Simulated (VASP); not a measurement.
# SiW3 (Fm-3m) in VASP: single point with PBEsol

Aim: the single point of SiW3 with PBEsol.

Everything below comes from runs of VASP 6.6.1. Logs are shortened: lines on timing, memory, paths and dates and some standing lists are left out, and cuts for length are marked.

## (1) The cell of the first run

It takes space group Fm-3m (No. 225, cubic). Conventional cell: a = 7.161 Å, b = 7.161 Å, c = 7.161 Å, α = 90.00°, β = 90.00°, γ = 90.00°. Si (site symmetry m-3m) has 14 W at 3.10 to 3.58 Å within 4.1 Å. W (site symmetry -43m) has 4 Si at 3.10 Å and 10 W at 3.10 to 3.58 Å within 4.1 Å. W (site symmetry m-3m) has 8 W at 3.10 Å and 6 Si at 3.58 Å within 4.1 Å.

## (2) Single point, PBEsol (Au replaced by W, lengths x 1.090, strained)

INCAR reads:

```
SYSTEM = SiW3
ALGO = Fast ; EDIFF = 1E-6
ENCUT = 520 ; GGA = PS
ISIF = 2 ; ISMEAR = 0
LASPH = .TRUE. ; LCHARG = .FALSE.
LREAL = .FALSE. ; LWAVE = .FALSE.
NBANDS = 31 ; NELM = 100
PREC = Accurate ; SIGMA = 0.1
```

KPOINTS reads:

```
k-points
0
G
  10 10 10
  0 0 0
```

POSCAR reads:

```
SiW3
1.0
    0.0000000000      3.5803362911      3.5803362911
    3.5803362911      0.0000000000      3.5803362911
    3.5803362911      3.5803362911      0.0000000000
Si W
1 3
Direct
    0.0000000000      0.0000000000      0.0000000000
    0.2500000000      0.2500000000      0.2500000000
    0.7500000000      0.7500000000      0.7500000000
    0.5000000000      0.5000000000      0.5000000000
```

Potentials or basis: VASP PAW PBE potentials, release 64 (Si, W_sv).

Started as:

```
> cat potpaw_PBE.64/Si/POTCAR potpaw_PBE.64/W_sv/POTCAR > POTCAR
> mpirun -np 1 vasp_std > vasp.out
```

OUTCAR:

```text
SYSTEM = SiW3
   EDIFF = 1E-6
   ENCUT = 520
   GGA = PS
   ISIF = 2
   ISMEAR = 0
   LASPH = .TRUE.
   LREAL = .FALSE.
   NELM = 100
   PREC = Accurate

 ion  position               nearest neighbor table
   1  0.000  0.000  0.000-   3 3.10   3 3.10   3 3.10   2 3.10   3 3.10   2 3.10   2 3.10   2 3.10

   2  0.250  0.250  0.250-   1 3.10   1 3.10   1 3.10   1 3.10   4 3.10   4 3.10   4 3.10   4 3.10

   3  0.750  0.750  0.750-   4 3.10   4 3.10   4 3.10   1 3.10   4 3.10   1 3.10   1 3.10   1 3.10

   4  0.500  0.500  0.500-   2 3.10   2 3.10   2 3.10   2 3.10   3 3.10   3 3.10   3 3.10   3 3.10

  LATTYP: Found a face centered cubic cell.
 ALAT       =     7.1606725822

  Lattice vectors:

 A1 = (   0.0000000000,   3.5803362911,   3.5803362911)
 A2 = (   3.5803362911,   0.0000000000,   3.5803362911)
 A3 = (   3.5803362911,   3.5803362911,   0.0000000000)

Analysis of symmetry for initial positions (statically):
=====================================================================
 Subroutine PRICEL returns:
 Original cell was already a primitive cell.

 Routine SETGRP: Setting up the symmetry group for a
 face centered cubic supercell.

 Subroutine GETGRP returns: Found 48 space group operations
 (whereof 48 operations were pure point group operations)
 out of a pool of 48 trial point group operations.

The static configuration has the point symmetry O_h .

Analysis of symmetry for dynamics (positions and initial velocities):
=====================================================================
 Subroutine PRICEL returns:
 Original cell was already a primitive cell.

 Routine SETGRP: Setting up the symmetry group for a
 face centered cubic supercell.

 Subroutine GETGRP returns: Found 48 space group operations
 (whereof 48 operations were pure point group operations)
 out of a pool of 48 trial point group operations.

The dynamic configuration has the point symmetry O_h .

 Subroutine INISYM returns: Found 48 space group operations
 (whereof 48 operations are pure point group operations),
 and found     1 'primitive' translations

----------------------------------------------------------------------------------------

[... 87 lines left out ...]
   PREC   = accura    normal or accurate (medium, high low for compatibility)
   ISTART =      0    job   : 0-new  1-cont  2-samecut
   ICHARG =      2    charge: 1-file 2-atom 10-const
   ISPIN  =      1    spin polarized calculation?
   LNONCOLLINEAR =      F non collinear calculations
   LSORBIT =      F    spin-orbit coupling
   LASPH  =      T    aspherical Exc in radial PAW
   ENCUT  =  520.0 eV  38.22 Ry    6.18 a.u.   9.41  9.41  9.41*2*pi/ulx,y,z
   NELM   =    100;   NELMIN=  2; NELMDL= -5     # of ELM steps
   EDIFF  = 0.1E-05   stopping-criterion for ELM
   LREAL  =      F    real-space projection
   EDIFFG = 0.1E-04   stopping-criterion for IOM
   NSW    =      0    number of steps for IOM
   IBRION =     -1    ionic relax: 0-MD 1-quasi-New 2-CG
   NFREE  =      0    steps in history (QN), initial steepest desc. (CG)
   ISIF   =      2    stress and relaxation
   ISYM   =      2    0-nonsym 1-usesym 2-fastsym
   POTIM  = 0.5000    time-step for ionic-motion
   TEBEG  =    0.0;   TEEND  =   0.0 temperature during run
   PSTRESS=    0.0 pullay stress
   NELECT =      46.0000    total number of electrons
   NUPDOWN=      -1.0000    fix difference up-down
   EMIN   =  10.00;   EMAX   =-10.00  energy-range for DOS
   EFERMI =   0.00;   METHOD = LEGACY
   ISMEAR =     0;   SIGMA  =   0.10  broadening in eV -4-tet -1-fermi 0-gaus
   EFERMI_NEDOS =   21; number of points for ismear=-14 and -15
   IALGO  =     68    algorithm
   IMIX   =      4    mixing-type and parameters
     AMIX     =   0.40;   BMIX     =  1.00
     AMIX_MAG =   1.60;   BMIX_MAG =  1.00
  volume/ion in A,a.u.               =      22.95       154.86
  Fermi-wavevector in a.u.,A,eV,Ry     =   1.300350  2.457305 23.006232  1.690910
  Thomas-Fermi vector in A             =   2.431555
   LORBIT       =      0    0 simple, 1 ext, 2 COOP (PROOUT), +10 PAW based schemes
   GGA     = PS    functional components
   LHFCALC =     F    Hartree Fock is set to
   AEXX    =    0.0000 exact exchange contribution
   IVDW    =     0    specifies the selected vdW correction
   LEPSILON=     F    determine dielectric tensor
   LRPA    =     F    only Hartree local field effects (RPA)
 non-spin polarized calculation
 RMM-DIIS sequential band-by-band and
 Gauss-broadening in eV      SIGMA  =   0.10
  energy-cutoff  :      520.00
  volume of cell :       91.79
 maximum number of plane-waves:      2501
 NGX is ok and might be reduce to    40
   NGX = 19   NGY = 19   NGZ = 19

 number of electron      45.9999996 magnetization

 Free energy of the ion-electron system (eV)
  ---------------------------------------------------
  ext. energy  EPLUGINS =         0.00000000
  ---------------------------------------------------
  free energy    TOTEN  =       -39.53939617 eV

  energy without entropy =      -39.51461346  energy(sigma->0) =      -39.52700481

 E-fermi :   6.1317     XC(G=0): -11.2104

 val. band max:        6.1262442309   @ k =  -0.4000   0.3000   0.0000
 cond. band min:       6.1440083996   @ k =   0.3000   0.3000   0.0000
 fundamental gap:      0.0177641687
 Fermi energy:         6.1316584890

 k-point     1 :       0.0000    0.0000    0.0000
  band No.  band energies     occupation
      1     -68.5281      2.00000
      2     -68.2478      2.00000
      3     -68.2450      2.00000
      4     -32.5821      2.00000
      5     -32.5821      2.00000
      6     -32.5821      2.00000
[... 805 lines left out ...]
     30       8.5599      0.00000
     31       8.9006      0.00000

 [... further k-points ...]
[... 5 lines left out ...]
  --------------------------------------------------------------------------------------
  -------------------------------------------------------------------------------------
  Total      -26.4540754    -26.4540754    -26.4540754     -0.0000000      0.0000000     -0.0000000
  in kB     -461.7444789   -461.7444789   -461.7444789     -0.0000000      0.0000000     -0.0000000
  external PRESSURE =    -461.7444789 kB  Pullay stress =       0.0000000 kB

 VOLUME and BASIS-vectors are now :
 -----------------------------------------------------------------------------
  energy-cutoff  :      520.00
  volume of cell :       91.79
      direct lattice vectors                 reciprocal lattice vectors
     0.000000000  3.580336291  3.580336291    -0.139651686  0.139651686  0.139651686
     3.580336291  0.000000000  3.580336291     0.139651686 -0.139651686  0.139651686
     3.580336291  3.580336291  0.000000000     0.139651686  0.139651686 -0.139651686

 POSITION                                       TOTAL-FORCE (eV/Angst)
 -----------------------------------------------------------------------------------
      0.00000      0.00000      0.00000        -0.000000      0.000000      0.000000
      1.79017      1.79017      1.79017        -0.000000     -0.000000      0.000000
      5.37050      5.37050      5.37050         0.000000      0.000000     -0.000000
      3.58034      3.58034      3.58034        -0.000000      0.000000     -0.000000
 -----------------------------------------------------------------------------------
    total drift:                               -0.000000     -0.000000      0.000000

  FREE ENERGIE OF THE ION-ELECTRON SYSTEM (eV)
  ---------------------------------------------------
  free  energy   TOTEN  =       -39.5393961732 eV

  energy  without entropy=      -39.5146134554  energy(sigma->0) =      -39.52700481
```

It took 95 s on 1 thread of Intel Xeon 6975P-C (Granite Rapids), shared host; peak memory 0.3 GiB.

Results:

```
Free energy            : -39.5394 eV
Pressure               : -46.2 GPa
Band gap on the k mesh : zero (band 23 reaches 7.29 eV, above the bottom of band 24 at 5.77 eV)
```

Levels at points of the mesh, in eV from the Fermi level:
```
           k point  band 21  band 22  band 23  band 24  band 25  band 26
(0.00, 0.00, 0.00)    -1.36    -1.36     1.16     1.16     1.16     1.63
(0.50, 0.00, 0.00)    -1.06    -1.06    -0.18    -0.18     1.22     1.22
(0.50, 0.50, 0.00)    -1.24    -0.25    -0.03    -0.03     0.33     1.10
```

Caveat: the cell differs from its parent crystal (Au replaced by W, lengths x 1.090, strained); the PAW data sets were made with another functional, which shifts forces and pressure a little; spin-orbit coupling is left out, which moves the levels of the heavy elements.
